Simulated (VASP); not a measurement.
# SnW6 (R-3) in VASP: relaxation of cell and atoms with PBE

Aim: the relaxation of cell and atoms of SnW6 with PBE.

Everything below comes from runs of VASP 6.6.1. Logs are shortened: lines on timing, memory, paths and dates and some standing lists are left out, and cuts for length are marked.

## 1. The cell of the first run

It takes space group R-3 (No. 148, trigonal). Conventional cell: a = 12.355 Å, b = 12.355 Å, c = 2.860 Å, α = 90.00°, β = 90.00°, γ = 120.00°. Sn (site symmetry -3) has 12 W at 2.86 to 3.30 Å and 2 Sn at 2.86 Å within 3.8 Å. W (site symmetry 1) has 12 W at 2.86 to 3.30 Å and 2 Sn at 2.86 to 3.30 Å within 3.8 Å.

## 2. Relaxation of cell and atoms, PBE

Contents of INCAR:

```
SYSTEM = SnW6
PREC = Accurate
ENCUT = 600
EDIFF = 1E-7
ISMEAR = 0
SIGMA = 0.2
LREAL = .False.
LASPH = .True.
NELM = 80
ALGO = Fast
ISIF = 3
LWAVE = .False.
LCHARG = .False.
GGA = PE
IBRION = 2
NSW = 36
EDIFFG = -0.08
```

Contents of KPOINTS:

```
Automatic mesh
0
Gamma
  6 6 6
  0 0 0
```

Contents of POSCAR:

```
SnW6
1.0
    6.1775000000      3.5665812900      0.9533333300
   -6.1775000000      3.5665812900      0.9533333300
    0.0000000000     -7.1331625800      0.9533333300
Sn W
1 6
Direct
    0.0000000000      0.0000000000      0.0000000000
    0.2857100000      0.5714300000      0.1428600000
    0.7142900000      0.4285700000      0.8571400000
    0.5714300000      0.1428600000      0.2857100000
    0.4285700000      0.8571400000      0.7142900000
    0.1428600000      0.2857100000      0.5714300000
    0.8571400000      0.7142900000      0.4285700000
```

Potentials or basis: VASP PAW PBE potentials, release 64 (Sn_d, W_sv).

On the command line:

```sh
> cat potpaw_PBE.64/Sn_d/POTCAR potpaw_PBE.64/W_sv/POTCAR > POTCAR
> mpirun -np 1 vasp_std > vasp.out
```

OUTCAR:

```text
SYSTEM = SnW6
   PREC = Accurate
   ENCUT = 600
   EDIFF = 1E-7
   ISMEAR = 0
   LREAL = .False.
   LASPH = .True.
   NELM = 80
   ISIF = 3
   GGA = PE
   IBRION = 2
   NSW = 36
   EDIFFG = -0.08

 ion  position               nearest neighbor table
   1  0.000  0.000  0.000-   4 2.86   5 2.86   3 2.86   2 2.86   6 2.86   7 2.86   4 3.30   5 3.30
                             3 3.30   2 3.30   7 3.30   6 3.30
   2  0.286  0.571  0.143-   3 2.86   7 2.86   1 2.86   5 2.86   4 2.86   6 2.86   3 3.30   7 3.30
                             1 3.30   5 3.30   4 3.30   6 3.30
   3  0.714  0.429  0.857-   2 2.86   6 2.86   1 2.86   4 2.86   5 2.86   7 2.86   2 3.30   6 3.30
                             1 3.30   4 3.30   5 3.30   7 3.30
   4  0.571  0.143  0.286-   5 2.86   1 2.86   7 2.86   3 2.86   6 2.86   2 2.86   5 3.30   1 3.30
                             7 3.30   3 3.30   6 3.30   2 3.30
   5  0.429  0.857  0.714-   4 2.86   1 2.86   6 2.86   2 2.86   7 2.86   3 2.86   4 3.30   1 3.30
                             6 3.30   2 3.30   7 3.30   3 3.30
   6  0.143  0.286  0.571-   7 2.86   3 2.86   5 2.86   1 2.86   4 2.86   2 2.86   7 3.30   3 3.30
                             5 3.30   1 3.30   4 3.30   2 3.30
   7  0.857  0.714  0.429-   6 2.86   2 2.86   4 2.86   1 2.86   5 2.86   3 2.86   6 3.30   2 3.30
                             4 3.30   1 3.30   5 3.30   3 3.30

  LATTYP: Found a trigonal (rhomboedric) cell.
 ALAT       =     7.1965861897
 COS(alpha) =    -0.4736774622

  Lattice vectors:

 A1 = (   6.1775000000,   3.5665812900,   0.9533333300)
 A2 = (  -6.1775000000,   3.5665812900,   0.9533333300)
 A3 = (   0.0000000000,  -7.1331625800,   0.9533333300)

Analysis of symmetry for initial positions (statically):
=====================================================================
 Subroutine PRICEL returns:
 Original cell was already a primitive cell.

 Routine SETGRP: Setting up the symmetry group for a
 trigonal (rhombohedral) supercell.

 Subroutine GETGRP returns: Found  6 space group operations
 (whereof  6 operations were pure point group operations)
 out of a pool of 12 trial point group operations.

The static configuration has the point symmetry S_6 .

Analysis of symmetry for dynamics (positions and initial velocities):
=====================================================================
 Subroutine PRICEL returns:
 Original cell was already a primitive cell.

 Routine SETGRP: Setting up the symmetry group for a
 trigonal (rhombohedral) supercell.

 Subroutine GETGRP returns: Found  6 space group operations
[... 125 lines left out ...]
   NUPDOWN=      -1.0000    fix difference up-down
   EMIN   =  10.00;   EMAX   =-10.00  energy-range for DOS
   EFERMI =   0.00;   METHOD = LEGACY
   ISMEAR =     0;   SIGMA  =   0.20  broadening in eV -4-tet -1-fermi 0-gaus
   EFERMI_NEDOS =   21; number of points for ismear=-14 and -15
   IALGO  =     68    algorithm
   IMIX   =      4    mixing-type and parameters
     AMIX     =   0.40;   BMIX     =  1.00
     AMIX_MAG =   1.60;   BMIX_MAG =  1.00
  volume/ion in A,a.u.               =      18.00       121.50
  Fermi-wavevector in a.u.,A,eV,Ry     =   1.505439  2.844868 30.835525  2.266347
  Thomas-Fermi vector in A             =   2.616288
   LORBIT       =      0    0 simple, 1 ext, 2 COOP (PROOUT), +10 PAW based schemes
   GGA     = PE    functional components
   LHFCALC =     F    Hartree Fock is set to
   AEXX    =    0.0000 exact exchange contribution
   IVDW    =     0    specifies the selected vdW correction
   LEPSILON=     F    determine dielectric tensor
   LRPA    =     F    only Hartree local field effects (RPA)
 conjugate gradient relaxation of ions
 non-spin polarized calculation
 RMM-DIIS sequential band-by-band and
 Gauss-broadening in eV      SIGMA  =   0.20
  energy-cutoff  :      600.00
  volume of cell :      126.03
 maximum number of plane-waves:      4219
 NGX is ok and might be reduce to    60
   NGX = 29   NGY = 29   NGZ = 29

--------------------------------------- Ionic step        1  -------------------------------------------

 number of electron      98.0000006 magnetization

 Free energy of the ion-electron system (eV)
  ---------------------------------------------------
  ext. energy  EPLUGINS =         0.00000000
  ---------------------------------------------------
  free energy    TOTEN  =       -78.86506099 eV

  energy without entropy =      -78.76737312  energy(sigma->0) =      -78.81621706

------------------------ aborting loop because EDIFF is reached ----------------------------------------

  FORCE on cell =-STRESS in cart. coord.  units (eV):
  Direction    XX          YY          ZZ          XY          YZ          ZX
  --------------------------------------------------------------------------------------
  -------------------------------------------------------------------------------------
  Total      -13.5581895    -13.5581895    -12.4840757     -0.0000002      0.0000000      0.0000000
  in kB     -172.3659085   -172.3659087   -158.7106488     -0.0000019      0.0000000      0.0000000
  external PRESSURE =    -167.8141553 kB  Pullay stress =       0.0000000 kB
[... 315 lines left out ...]
--------------------------------------- Ionic step        9  -------------------------------------------

 number of electron      97.9999999 magnetization

 Free energy of the ion-electron system (eV)
  ---------------------------------------------------
  ext. energy  EPLUGINS =         0.00000000
  ---------------------------------------------------
  free energy    TOTEN  =       -79.54503385 eV

  energy without entropy =      -79.45340825  energy(sigma->0) =      -79.49922105

 E-fermi :  11.3445     XC(G=0): -13.2390

 val. band max:       11.3393372263   @ k =  -0.1667   0.3333   0.1667
 cond. band min:      11.3471483145   @ k =  -0.3333   0.0000  -0.1667
 fundamental gap:      0.0078110882
 Fermi energy:        11.3445328418

 k-point     1 :       0.0000    0.0000    0.0000
  band No.  band energies     occupation
      1     -62.8398      2.00000
      2     -62.7632      2.00000
      3     -62.7531      2.00000
      4     -62.7531      2.00000
      5     -62.7433      2.00000
      6     -62.7433      2.00000
[... 1453 lines left out ...]
     57      13.4945      0.00000
     58      13.5707      0.00000

 [... further k-points ...]

------------------------ aborting loop because EDIFF is reached ----------------------------------------

  FORCE on cell =-STRESS in cart. coord.  units (eV):
  Direction    XX          YY          ZZ          XY          YZ          ZX
  --------------------------------------------------------------------------------------
  -------------------------------------------------------------------------------------
  Total       -0.1366274     -0.1366274      0.0571914      0.0000000      0.0000000     -0.0000000
  in kB       -1.8638153     -1.8638153      0.7801821      0.0000002      0.0000000     -0.0000000
  external PRESSURE =      -0.9824828 kB  Pullay stress =       0.0000000 kB
[... 22 lines left out ...]
  FREE ENERGIE OF THE ION-ELECTRON SYSTEM (eV)
  ---------------------------------------------------
  free  energy   TOTEN  =       -79.5450338455 eV

  energy  without entropy=      -79.4534082481  energy(sigma->0) =      -79.49922105

 reached required accuracy - stopping structural energy minimisation
```

OSZICAR:

```text
N       E                     dE             d eps       ncg     rms          rms(c)
DAV:   1     0.148226557839E+04    0.14823E+04   -0.59305E+04  4648   0.240E+03
DAV:   2     0.569878320083E+02   -0.14253E+04   -0.13992E+04  4648   0.731E+02
[... 184 lines left out ...]
RMM:  12    -0.795450335394E+02   -0.48289E-06   -0.32170E-06  3724   0.348E-03    0.832E-03
RMM:  13    -0.795450337523E+02   -0.21297E-06   -0.15863E-06  3207   0.223E-03    0.727E-03
RMM:  14    -0.795450344100E+02   -0.65763E-06   -0.32688E-06  5141   0.420E-03    0.554E-03
RMM:  15    -0.795450339560E+02    0.45391E-06   -0.95755E-07  4753   0.255E-03    0.236E-03
RMM:  16    -0.795450338396E+02    0.11646E-06   -0.80604E-07  4631   0.170E-03    0.446E-04
RMM:  17    -0.795450338455E+02   -0.58899E-08   -0.24262E-07  2883   0.954E-04
   9 F= -.79545034E+02 E0= -.79499221E+02  d E =-.269728E-02
```

CONTCAR:

```text
SnW6
   1.00000000000000
     6.0200030910702598    3.4756504088156017    0.9355378231140833
    -6.0200030925801737    3.4756504062003519    0.9355378231140833
     0.0000000015099153   -6.9513008150159532    0.9355378231140833
  Sn              W
     1     6
Direct
     0.0000000000000000    0.0000000000000000    0.0000000000000000
     0.2883534837416946    0.5796234022125789    0.1432323132207275
     0.7116465162583052    0.4203765977874210    0.8567676867792725
     0.5796234022127155    0.1432323132203266    0.2883534837419591
     0.4203765977872846    0.8567676867796734    0.7116465162580407
     0.1432323132205911    0.2883534837420956    0.5796234022123143
     0.8567676867794090    0.7116465162579043    0.4203765977876855

  0.00000000E+00  0.00000000E+00  0.00000000E+00
  0.00000000E+00  0.00000000E+00  0.00000000E+00
  0.00000000E+00  0.00000000E+00  0.00000000E+00
  0.00000000E+00  0.00000000E+00  0.00000000E+00
  0.00000000E+00  0.00000000E+00  0.00000000E+00
  0.00000000E+00  0.00000000E+00  0.00000000E+00
  0.00000000E+00  0.00000000E+00  0.00000000E+00
```

Wall time 1.6 h (1 thread of Intel Xeon 6975P-C (Granite Rapids), shared host); peak memory 0.68 GiB.

Results:

```
Free energy                           : -79.5450 eV
Relaxed volume                        : 16.78 Å³/atom
Relaxed cell                          : a = 7.014 Å, b = 7.014 Å, c = 7.014 Å, α = 118.25°, β = 118.25°, γ = 118.25°
Space group after relaxing (to 0.1 Å) : R-3 (No. 148)
Pressure after relaxing               : -0.1 GPa
Largest force after relaxing          : 0.056 eV/Å
Band gap on the k mesh                : zero (bands 49 and 50 overlap by 0.74 eV)
```

Forces in eV/Å, atoms in the order of the input:
```
Sn   0.000  0.000  0.000
W   -0.046 -0.032  0.000
W    0.046  0.032  0.000
W   -0.005  0.055  0.000
W    0.005 -0.055  0.000
W    0.050 -0.024  0.000
W   -0.050  0.024  0.000
```

Final structure:
```yaml
crystal:
  lattice:
    - [6.02000, 3.47565, 0.93554]
    - [-6.02000, 3.47565, 0.93554]
    - [0.00000, -6.95130, 0.93554]
  atoms:
    - { symbol: Sn, position: [0.00000, 0.00000, 0.00000] }
    - { symbol: W, position: [0.28835, 0.57962, 0.14323] }
    - { symbol: W, position: [0.71165, 0.42038, 0.85677] }
    - { symbol: W, position: [0.57962, 0.14323, 0.28835] }
    - { symbol: W, position: [0.42038, 0.85677, 0.71165] }
    - { symbol: W, position: [0.14323, 0.28835, 0.57962] }
    - { symbol: W, position: [0.85677, 0.71165, 0.42038] }
```

Caveat: the k points lie up to 0.39 Å⁻¹ apart in the final cell, too coarse for converged energies and pressures of a metal; spin-orbit coupling is left out, which moves the levels of the heavy elements; the relaxation stopped at a loose force limit of 0.08 eV/Å, so its end isn't a converged minimum.
